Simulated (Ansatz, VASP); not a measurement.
## Lu2Sc3N in VASP and in Ansatz

```
Lu Sc N
1.0
     5.64488    0.00000    0.00000
    -2.82244    4.88861    0.00000
     0.00000    0.00000    5.82029
Lu Sc N
2 3 1
Direct
  0.33333 0.66667 0.00000
  0.66667 0.33333 0.00000
  0.50000 0.00000 0.50000
  0.50000 0.50000 0.50000
  0.00000 0.50000 0.50000
  0.00000 0.00000 0.00000
```

Change from the starting cell: species swapped into the SmAl3Pd2 type (P6/mmm, No. 191).

Alike in both runs: functional PBE; k mesh 12 × 12 × 8; occupations gaussian, width 0.1 eV; no spin polarisation.

Ansatz relaxed the structure, and its values are those at the end. VASP's run is a single point on that final structure, the one shown.

|  | VASP | Ansatz |
| --- | --- | --- |
| version | VASP 6.6.1 | Ansatz 0.2.0 |
| potentials or method | VASP PAW PBE potentials, release 64 (Lu, Sc_sv, N), cutoff 520 eV | scalar-relativistic, plane waves, PAW |
| valence electrons in the cell | 88 | 88 |

|  | VASP | Ansatz | Ansatz less VASP |
| --- | --- | --- | --- |
| gap on the k mesh at the Fermi level (eV) | none | none | - |
| pressure (GPa) | 0.0 | 0.0 | -0.05 |

A gap of «none» marks a metal or a gap that the smearing closes. The functional is the same, so the differences come from potentials, cutoffs and numerics.

Spin-orbit coupling is off throughout.
